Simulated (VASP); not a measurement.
Set up this calculation in VASP 6.6.1, as the native input.

```
Task                   : single point
Functional             : PBE
Potentials or basis    : VASP PAW PBE potentials, release 64 (Pb_d)
Cutoff                 : 520 eV
k mesh                 : 16 × 16 × 16
Occupations            : gaussian, width 0.15 eV
Spin                   : no spin polarisation
Dipole correction      : no
Further INCAR settings : ALGO = Fast; EDIFF = 1e-06; NBANDS = 13
```

The structure of Pb lies in POSCAR:

```
Pb
1.0
    0.0000000000      2.2722160000      2.4698000000
    2.2722160000      0.0000000000      2.4698000000
    2.2722160000      2.2722160000      0.0000000000
Pb
1
Direct
    0.0000000000      0.0000000000      0.0000000000
```

This cell differs from its parent crystal: strain -0.080 along x and y, +0.000 along z.

One way to write it, as run:

INCAR

```
SYSTEM = Pb
PREC = Accurate
ENCUT = 520
EDIFF = 1E-6
ISMEAR = 0
SIGMA = 0.15
LREAL = .False.
LASPH = .True.
NELM = 80
ALGO = Fast
ISIF = 2
LWAVE = .False.
LCHARG = .False.
GGA = PE
NBANDS = 13
```

KPOINTS

```
regular mesh
0
Gamma
  16 16 16
  0 0 0
```

Potentials or basis: VASP PAW PBE potentials, release 64 (Pb_d).

Command:

```bash
$ cat potpaw_PBE.64/Pb_d/POTCAR > POTCAR
$ mpirun -np 1 vasp_std > vasp.out
```

It gave:

```json
{"Pressure": "15.5 GPa", "Band gap on the k mesh": "zero (bands 7 and 8 overlap by 11.13 eV)"}
```

Caveat: the cell differs from its parent crystal (strain -0.080 along x and y, +0.000 along z); the cell stands under pressure; spin-orbit coupling is left out, which moves the levels of the heavy elements.

It took 120 s on 1 thread of Intel(R) Xeon(R) Platinum 8259CL CPU @ 2.50GHz (Skylake/Cascade Lake) (shared host), peak memory 0.23 GiB.
